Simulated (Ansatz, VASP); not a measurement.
## B in VASP and in Ansatz

```
B
1.0
     2.06222    0.00000    0.00000
    -1.03111    1.78593    0.00000
     0.00000    0.00000    1.92689
B
1
Cartesian
  0.0000 0.0000 0.0000
```

Alike in both runs: task single point; functional PBE; k mesh 9 × 9 × 10; occupations gaussian, width 0.1 eV; no spin polarisation.

```csv
,VASP,Ansatz
version,VASP 6.6.1,Ansatz 0.2.0
potentials or method,"VASP PAW PBE potentials, release 64 (B), cutoff 500 eV","scalar-relativistic, plane waves, PAW"
valence electrons in the cell,3,3
```

```tsv
	VASP	Ansatz	Ansatz less VASP
gap on the k mesh at the Fermi level (eV)	none	none	-
pressure (GPa)	-15.3	-15.3	-0.04
traceless stress, the component that is largest in VASP (GPa)	11.48	11.42	-0.055
```

A gap of «none» marks a metal or a gap that the smearing closes. The functional is the same, so the differences come from potentials, cutoffs and numerics.

The k mesh is coarse, so the values compare programs but aren't converged.
